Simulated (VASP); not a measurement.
# C (Fd-3m) in VASP: a series of runs

C is run at these levels: PBE; tasks: single point, relaxation of cell and atoms.

Everything below comes from runs of VASP 6.6.1. Logs are shortened: lines on timing, memory, paths and dates and some standing lists are left out, and cuts for length are marked.

## Step 1: The cell of the first run

It takes space group Fd-3m (No. 227, cubic). The conventional cell has a = 3.560 Å, b = 3.560 Å, c = 3.560 Å, α = 90.00°, β = 90.00°, γ = 90.00°. Within 2.1 Å of C (site symmetry -43m) lie 4 C at 1.54 Å.

## Step 2: Single point, PBE

Contents of INCAR:

```
PREC     = Accurate       # precision mode
ENCUT    = 600            # plane-wave cutoff, eV
EDIFF    = 1E-6           # SCF threshold, eV
ISMEAR   = 0              # smearing method
SIGMA    = 0.1            # smearing width, eV
LREAL    = False          # projectors in reciprocal space
LASPH    = True           # aspherical terms in the spheres
NELM     = 120            # most SCF steps
ALGO     = Normal         # electronic algorithm
ISIF     = 2              # what is computed and relaxed
LWAVE    = False          # write WAVECAR
LCHARG   = False          # write CHGCAR
GGA      = PE             # functional
NBANDS   = 11             # bands
GGA_COMPAT= False
```

Contents of KPOINTS:

```
Automatic mesh
0
Gamma
  8 8 8
```

Contents of POSCAR:

```
C
1.0
    0.0000000000      1.7800000000      1.7800000000
    1.7800000000      0.0000000000      1.7800000000
    1.7800000000      1.7800000000      0.0000000000
C
2
Direct
    0.0000000000      0.0000000000      0.0000000000
    0.2500000000      0.2500000000      0.2500000000
```

Potentials or basis: VASP PAW PBE potentials, release 64 (C).

Command:

```bash
$ cat potpaw_PBE.64/C/POTCAR > POTCAR
$ mpirun -np 1 vasp_std > vasp.out
```

OUTCAR:

```text
PREC = Accurate
   ENCUT = 600
   EDIFF = 1E-6
   ISMEAR = 0
   LREAL = False
   LASPH = True
   NELM = 120
   ISIF = 2
   GGA = PE

 ion  position               nearest neighbor table
   1  0.000  0.000  0.000-   2 1.54   2 1.54   2 1.54   2 1.54
   2  0.250  0.250  0.250-   1 1.54   1 1.54   1 1.54   1 1.54

  LATTYP: Found a face centered cubic cell.
 ALAT       =     3.5600000000

  Lattice vectors:

 A1 = (   0.0000000000,   1.7800000000,   1.7800000000)
 A2 = (   1.7800000000,   0.0000000000,   1.7800000000)
 A3 = (   1.7800000000,   1.7800000000,   0.0000000000)

Analysis of symmetry for initial positions (statically):
=====================================================================
 Subroutine PRICEL returns:
 Original cell was already a primitive cell.

 Routine SETGRP: Setting up the symmetry group for a
 face centered cubic supercell.

 Subroutine GETGRP returns: Found 48 space group operations
 (whereof 24 operations were pure point group operations)
 out of a pool of 48 trial point group operations.

The static configuration has the point symmetry T_d .
 The point group associated with its full space group is O_h .

Analysis of symmetry for dynamics (positions and initial velocities):
=====================================================================
 Subroutine PRICEL returns:
 Original cell was already a primitive cell.

 Routine SETGRP: Setting up the symmetry group for a
 face centered cubic supercell.

 Subroutine GETGRP returns: Found 48 space group operations
 (whereof 24 operations were pure point group operations)
 out of a pool of 48 trial point group operations.

The dynamic configuration has the point symmetry T_d .
 The point group associated with its full space group is O_h .

 Subroutine INISYM returns: Found 48 space group operations
 (whereof 24 operations are pure point group operations),
 and found     1 'primitive' translations

----------------------------------------------------------------------------------------

                                     Primitive cell

  volume of cell :      11.2795

  direct lattice vectors                    reciprocal lattice vectors
     0.000000000  1.780000000  1.780000000    -0.280898876  0.280898876  0.280898876
     1.780000000  0.000000000  1.780000000     0.280898876 -0.280898876  0.280898876
     1.780000000  1.780000000  0.000000000     0.280898876  0.280898876 -0.280898876

  length of vectors
     2.517300141  2.517300141  2.517300141     0.486531126  0.486531126  0.486531126

  position of ions in fractional coordinates (direct lattice)
[... 88 lines left out ...]
   TEBEG  =    0.0;   TEEND  =   0.0 temperature during run
   PSTRESS=    0.0 pullay stress
   NELECT =       8.0000    total number of electrons
   NUPDOWN=      -1.0000    fix difference up-down
   EMIN   =  10.00;   EMAX   =-10.00  energy-range for DOS
   EFERMI =   0.00;   METHOD = LEGACY
   ISMEAR =     0;   SIGMA  =   0.10  broadening in eV -4-tet -1-fermi 0-gaus
   EFERMI_NEDOS =   21; number of points for ismear=-14 and -15
   IALGO  =     38    algorithm
   IMIX   =      4    mixing-type and parameters
     AMIX     =   0.40;   BMIX     =  1.00
     AMIX_MAG =   1.60;   BMIX_MAG =  1.00
  volume/ion in A,a.u.               =       5.64        38.06
  Fermi-wavevector in a.u.,A,eV,Ry     =   1.459962  2.758928 29.000661  2.131488
  Thomas-Fermi vector in A             =   2.576467
   LORBIT       =      0    0 simple, 1 ext, 2 COOP (PROOUT), +10 PAW based schemes
   GGA     = PE    functional components
   LHFCALC =     F    Hartree Fock is set to
   AEXX    =    0.0000 exact exchange contribution
   IVDW    =     0    specifies the selected vdW correction
   LEPSILON=     F    determine dielectric tensor
   LRPA    =     F    only Hartree local field effects (RPA)
 non-spin polarized calculation
 Gauss-broadening in eV      SIGMA  =   0.10
  energy-cutoff  :      600.00
  volume of cell :       11.28
 maximum number of plane-waves:       388
   NGX =  9   NGY =  9   NGZ =  9

 number of electron       7.9999999 magnetization

 Free energy of the ion-electron system (eV)
  ---------------------------------------------------
  ext. energy  EPLUGINS =         0.00000000
  ---------------------------------------------------
  free energy    TOTEN  =       -18.18770729 eV

  energy without entropy =      -18.18770729  energy(sigma->0) =      -18.18770729

 E-fermi :  10.2268     XC(G=0): -13.2791

 val. band max:        9.8111802151   @ k =   0.0000   0.0000   0.0000
 cond. band min:      13.9563005134   @ k =   0.3750   0.3750   0.0000
 fundamental gap:      4.1451202984
 Fermi energy:        10.2268382982

 k-point     1 :       0.0000    0.0000    0.0000
  band No.  band energies     occupation
      1     -11.7419      2.00000
      2       9.8112      2.00000
      3       9.8112      2.00000
      4       9.8112      2.00000
      5      15.4170      0.00000
      6      15.4170      0.00000
      7      15.4170      0.00000
      8      23.2728      0.00000
      9      29.1788      0.00000
     10      36.4094      0.00000
     11      36.4094      0.00000
[... 309 lines left out ...]
 k-point    24 :      -0.3750    0.2500    0.1250
  band No.  band energies     occupation
      1      -4.9201      2.00000
      2      -2.6081      2.00000
      3       3.4723      2.00000
      4       5.0966      2.00000
      5      18.1292      0.00000
      6      19.3086      0.00000
      7      22.9393      0.00000
      8      24.7453      0.00000
      9      28.1859      0.00000
     10      33.8249      0.00000
     11      36.2250      0.00000

 [... further k-points ...]

------------------------ aborting loop because EDIFF is reached ----------------------------------------

  FORCE on cell =-STRESS in cart. coord.  units (eV):
  Direction    XX          YY          ZZ          XY          YZ          ZX
  --------------------------------------------------------------------------------------
  -------------------------------------------------------------------------------------
  Total        0.3041572      0.3041572      0.3041572      0.0000000      0.0000000     -0.0000000
  in kB       43.2034736     43.2034736     43.2034736      0.0000000      0.0000000     -0.0000000
  external PRESSURE =      43.2034736 kB  Pullay stress =       0.0000000 kB

 VOLUME and BASIS-vectors are now :
 -----------------------------------------------------------------------------
  energy-cutoff  :      600.00
  volume of cell :       11.28
      direct lattice vectors                 reciprocal lattice vectors
     0.000000000  1.780000000  1.780000000    -0.280898876  0.280898876  0.280898876
     1.780000000  0.000000000  1.780000000     0.280898876 -0.280898876  0.280898876
     1.780000000  1.780000000  0.000000000     0.280898876  0.280898876 -0.280898876

 POSITION                                       TOTAL-FORCE (eV/Angst)
 -----------------------------------------------------------------------------------
      0.00000      0.00000      0.00000         0.000000      0.000000     -0.000000
      0.89000      0.89000      0.89000        -0.000000     -0.000000      0.000000
 -----------------------------------------------------------------------------------
    total drift:                                0.000000      0.000000      0.000000

  FREE ENERGIE OF THE ION-ELECTRON SYSTEM (eV)
  ---------------------------------------------------
  free  energy   TOTEN  =       -18.1877072870 eV

  energy  without entropy=      -18.1877072870  energy(sigma->0) =      -18.18770729
```

stdout:

```text
POSCAR found type information on POSCAR C
 POSCAR found :  1 types and       2 ions
 scaLAPACK will be used
 LDA part: xc-table for (Slater+PW92), standard interpolation
 POSCAR, INCAR and KPOINTS ok, starting setup
 FFT: planning ... GRIDC
 FFT: planning ... GRID_SOFT
 FFT: planning ... GRID
 WAVECAR not read
 entering main loop
```

Wall time 3.2 s (1 thread of Intel Xeon 6975P-C (Granite Rapids), shared host); peak memory 0.11 GiB.

What came out:

```yaml
Free_energy: -18.1877 eV
Pressure: 4.3 GPa
Band_gap_on_the_k_mesh: 4.15 eV (least direct gap 5.61 eV)
```

Caveat: the cell stands under pressure.

## Step 3: Relaxation of cell and atoms, PBE

Contents of INCAR:

```
  PREC = Accurate
  ENCUT = 600
  EDIFF = 1E-7
  ISMEAR = 0
  SIGMA = 0.02
  LREAL = F
  LASPH = T
  NELM = 120
  ALGO = Normal
  ISIF = 3
  LWAVE = F
  LCHARG = F
  GGA = PE
  IBRION = 2
  NSW = 100
  EDIFFG = -0.002
  GGA_COMPAT = F
  NELMIN = 4
```

Contents of KPOINTS:

```
Automatic mesh
0
Gamma
  12 12 12
```

POSCAR is that of step 2.

Potentials or basis: VASP PAW PBE potentials, release 64 (C).

Command:

```bash
$ cat potpaw_PBE.64/C/POTCAR > POTCAR
$ mpirun -np 1 vasp_std > vasp.out
```

Wall time 8.3 s (1 thread of Intel Xeon 6975P-C (Granite Rapids), shared host); peak memory 0.12 GiB.

It converged, with:

```
Free energy                           : -18.1900 eV
Relaxed volume                        : 5.70 Å³/atom
Relaxed cell                          : a = 2.526 Å, b = 2.526 Å, c = 2.526 Å, α = 60.00°, β = 60.00°, γ = 60.00°
Space group after relaxing (to 0.1 Å) : Fd-3m (No. 227)
Energy gained by relaxing             : 0.7 meV/atom
Ionic steps                           : 3
Pressure after relaxing               : 0.0 GPa
Band gap on the k mesh                : 4.14 eV (least direct gap 5.58 eV)
```

Step by step:
```csv
step,energy change (eV),largest force (eV/Å),pressure (GPa),volume (Å³)
1,0.0000,0.0000,4.31,11.28
2,0.0008,0.0000,-5.12,11.53
3,-0.0015,0.0000,0.00,11.39
```

Final structure:
```xyz
2
Lattice="0.0000 1.7858 1.7858 1.7858 0.0000 1.7858 1.7858 1.7858 0.0000" Properties=species:S:1:pos:R:3 pbc="T T T"
C     0.0000    0.0000    0.0000
C     0.8929    0.8929    0.8929
```

Levels at points of the mesh, in eV from the valence-band top:
| k point | band 1 | band 2 | band 3 | band 4 | band 5 | band 6 | band 7 | band 8 |
| --- | --- | --- | --- | --- | --- | --- | --- | --- |
| (0.00, 0.00, 0.00) | -21.42 | 0.00 | 0.00 | 0.00 | 5.58 | 5.58 | 5.58 | 13.24 |
| (0.50, 0.00, 0.00) | -15.67 | -13.33 | -2.79 | -2.79 | 8.44 | 8.44 | 8.79 | 15.66 |
| (0.50, 0.50, 0.00) | -12.74 | -12.74 | -6.27 | -6.27 | 4.75 | 4.75 | 16.74 | 16.74 |

A k mesh can miss the band edges.
